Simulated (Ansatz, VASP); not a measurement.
One calculation of Hg, two programs

```
Hg
1.0
     3.23537    0.00000    0.00000
    -1.61769    2.80192    0.00000
     0.00000    0.00000    5.53825
Hg
2
Cartesian
  1.6177 0.9340 4.1537
  0.0000 1.8679 1.3846
```

Alike in both runs: task single point; functional PBE; k mesh 6 × 6 × 4; occupations fermi-dirac, width 0.2 eV; no spin polarisation.

|  | VASP | Ansatz |
| --- | --- | --- |
| version | VASP 6.6.1 | Ansatz 0.2.0 |
| potentials or method | VASP PAW PBE potentials, release 64 (Hg) | plane waves |
| plane-wave cutoff (eV) | 520 | 420 |
| valence electrons in the cell | 24 | 40 |

VASP gave:

| Property | Result |
| --- | --- |
| pressure (GPa) | 2.6 |
| traceless stress, the component that is largest in VASP (GPa) | 0.98 |

Problem. Which values does Ansatz return?

Solution. Pressure (GPa): 2.4; traceless stress, the component that is largest in VASP (GPa): 1.04.

VASP's potentials hold 24 valence electrons a cell and Ansatz's 40, so a difference there can come from the potentials and not from the codes.

The k mesh is coarse, so the values compare programs but aren't converged. Spin-orbit coupling is off throughout.
